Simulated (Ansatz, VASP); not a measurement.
Cu in VASP and in Ansatz

Contents of INCAR:

```
SYSTEM = Cu
ALGO = Fast
EDIFF = 1E-6
ENCUT = 520
GGA = PE
ISIF = 2
ISMEAR = 0
LASPH = .TRUE.
LCHARG = .FALSE.
LREAL = .FALSE.
LWAVE = .FALSE.
NBANDS = 18
NELM = 60
PREC = Accurate
SIGMA = 0.1
```

KPOINTS

```
k-points
0
G
  18 18 10
  0 0 0
```

File POSCAR:

```
Cu
1.0
    2.5706130028      0.0000000000      0.0000000000
   -1.2853065014      2.2262161637      0.0000000000
    0.0000000000      0.0000000000      4.1101445831
Cu
2
Direct
    0.3333333300      0.6666666700      0.2500000000
    0.6666666700      0.3333333300      0.7500000000
```

Input for Ansatz:

```yaml
crystal:
  lattice:
    - [2.5706130028, 0.0, 0.0]
    - [-1.2853065014, 2.2262161637, 0.0]
    - [0.0, 0.0, 4.1101445831]
  atoms:
    - { symbol: Cu, position: [0.33333333, 0.66666667, 0.25] }
    - { symbol: Cu, position: [0.66666667, 0.33333333, 0.75] }
basis:
  ecutwfc: 420
kpoints:
  mp_grid: { grid: [18, 18, 10] }
hamiltonian:
  xc: pbe
scf:
  occupations: { method: gaussian, width: 0.1 }
output:
  forces: true
  stress: true
  eigenvalues: true
```

Alike in both runs: task single point; functional PBE; k mesh 18 × 18 × 10; occupations gaussian, width 0.1 eV; no spin polarisation.

|  | VASP | Ansatz |
| --- | --- | --- |
| version | VASP 6.6.1 | Ansatz 0.2.0 |
| potentials or method | VASP PAW PBE potentials, release 64 (Cu), cutoff 520 eV | scalar-relativistic, plane waves, PAW |
| valence electrons in the cell | 22 | 38 |

```csv
,VASP,Ansatz,Ansatz less VASP
gap on the k mesh at the Fermi level (eV),none,none,-
pressure (GPa),3.9,2.7,-1.16
"traceless stress, the component that is largest in VASP (GPa)",2.47,2.51,+0.042
```

A gap of «none» marks a metal or a gap that the smearing closes. The functional is the same, so the differences come from potentials, cutoffs and numerics. VASP's potentials hold 22 valence electrons a cell and Ansatz's 38, so a difference there can come from the potentials and not from the codes.
